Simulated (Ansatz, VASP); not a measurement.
# One calculation of Ga, two programs

Contents of INCAR:

```
PREC     = Accurate       # precision mode
ENCUT    = 520            # plane-wave cutoff, eV
EDIFF    = 1E-8           # SCF threshold, eV
ISMEAR   = -1             # smearing method
SIGMA    = 0.03           # smearing width, eV
LREAL    = False          # projectors in reciprocal space
LASPH    = True           # aspherical terms in the spheres
NELM     = 80             # most SCF steps
ALGO     = Normal         # electronic algorithm
ISIF     = 2              # what is computed and relaxed
LWAVE    = False          # write WAVECAR
LCHARG   = False          # write CHGCAR
GGA      = PE             # functional
LEFG     = True         
NBANDS   = 12             # bands
```

The input KPOINTS:

```
regular mesh
0
Gamma
  16 16 16
```

Contents of POSCAR:

```
Ga
1.0
   -1.3755827078      1.3755827078      2.1838845126
    1.3755827078     -1.3755827078      2.1838845126
    1.3755827078      1.3755827078     -2.1838845126
Ga
1
Direct
    0.0000000000      0.0000000000      0.0000000000
```

Input for Ansatz:

```yaml
crystal:
  lattice:
    - [-1.3755827078, 1.3755827078, 2.1838845126]
    - [1.3755827078, -1.3755827078, 2.1838845126]
    - [1.3755827078, 1.3755827078, -2.1838845126]
  atoms:
    - { symbol: Ga, position: [0.0, 0.0, 0.0] }
kpoints:
  mp_grid: { grid: [16, 16, 16] }
scf:
  occupations: { method: fermi_dirac, width: 0.03 }
hamiltonian:
  xc: pbe
  pseudopotentials: { kind: paw }
output:
  forces: true
  stress: true
  eigenvalues: true
  efg: { contact_densities: true }
  write_density: true
  write_potential: true
  elf: true
  volumetric_format: npy
```

Change from the starting cell: volume scaled by 0.9405, PAW files.

Alike in both runs: task electric field gradients; functional PBE; k mesh 16 × 16 × 16; occupations fermi-dirac, width 0.03 eV; no spin polarisation.

```csv
,VASP,Ansatz
version,VASP 6.6.1,Ansatz 0.2.0
potentials or method,"VASP PAW PBE potentials, release 64 (Ga_d)","PAW with Ansatz's default frozen-core files, scalar-relativistic"
plane-wave cutoff (eV),520,420
valence electrons in the cell,13,13
```

Ansatz gave:

| Property | Result |
| --- | --- |
| pressure (GPa) | 9.3 |
| traceless stress, the component that is largest in VASP (GPa) | -0.98 |
| size of Vzz on the site where it differs most (V/Å²) | 25.2 |

Problem. Which values does VASP return?

Solution. Pressure (GPa): 9.5; traceless stress, the component that is largest in VASP (GPa): -1.01; size of Vzz on the site where it differs most (V/Å²): 23.7.
